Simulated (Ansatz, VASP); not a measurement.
# One calculation of AlCo, two programs

INCAR

```
PREC = Accurate
ENCUT = 520
EDIFF = 1E-6
ISMEAR = 0
SIGMA = 0.15
LREAL = F
LASPH = T
NELM = 80
ALGO = Fast
ISIF = 2
LWAVE = F
LCHARG = F
GGA = PE
NBANDS = 13
```

The input KPOINTS:

```
regular mesh
0
Gamma
  12 12 12
```

Contents of POSCAR:

```
AlCo
1.0
    2.8519024034      0.0000000000      0.0000000000
    0.0000000000      2.8519024034      0.0000000000
    0.0000000000      0.0000000000      2.8519024034
Al Co
1 1
Direct
    0.0135156604     -0.0162647110     -0.0156327628
    0.4864843396      0.5162647110      0.5156327628
```

Input for Ansatz:

```yaml
crystal:
  lattice:
    - [2.8519024034, 0.0, 0.0]
    - [0.0, 2.8519024034, 0.0]
    - [0.0, 0.0, 2.8519024034]
  atoms:
    - { symbol: Al, position: [0.0135156604, -0.016264711, -0.0156327628] }
    - { symbol: Co, position: [0.4864843396, 0.516264711, 0.5156327628] }
basis:
  ecutwfc: 420
kpoints:
  mp_grid: { grid: [12, 12, 12] }
hamiltonian:
  xc: pbe
scf:
  occupations: { method: gaussian, width: 0.15 }
output:
  forces: true
  stress: true
  eigenvalues: true
```

Change from the starting cell: atom 1 moved 0.15 Å.

Alike in both runs: task single point; functional PBE; k mesh 12 × 12 × 12; occupations gaussian, width 0.15 eV; no spin polarisation.

```csv
,VASP,Ansatz
version,VASP 6.6.1,Ansatz 0.2.0
potentials or method,"VASP PAW PBE potentials, release 64 (Al, Co), cutoff 520 eV","scalar-relativistic, plane waves, PAW"
valence electrons in the cell,12,20
```

```csv
,VASP,Ansatz,Ansatz less VASP
gap on the k mesh at the Fermi level (eV),none,none,-
pressure (GPa),1.5,1.7,+0.23
"traceless stress, the component that is largest in VASP (GPa)",1.42,1.41,-0.008
rms of the force components (eV/Å),0.659,0.657,-0.0022
```

Atom by atom the forces differ by 0.002 eV/Å (rms over components). A gap of «none» marks a metal or a gap that the smearing closes. VASP's potentials hold 12 valence electrons a cell and Ansatz's 20, so a difference there can come from the potentials and not from the codes.
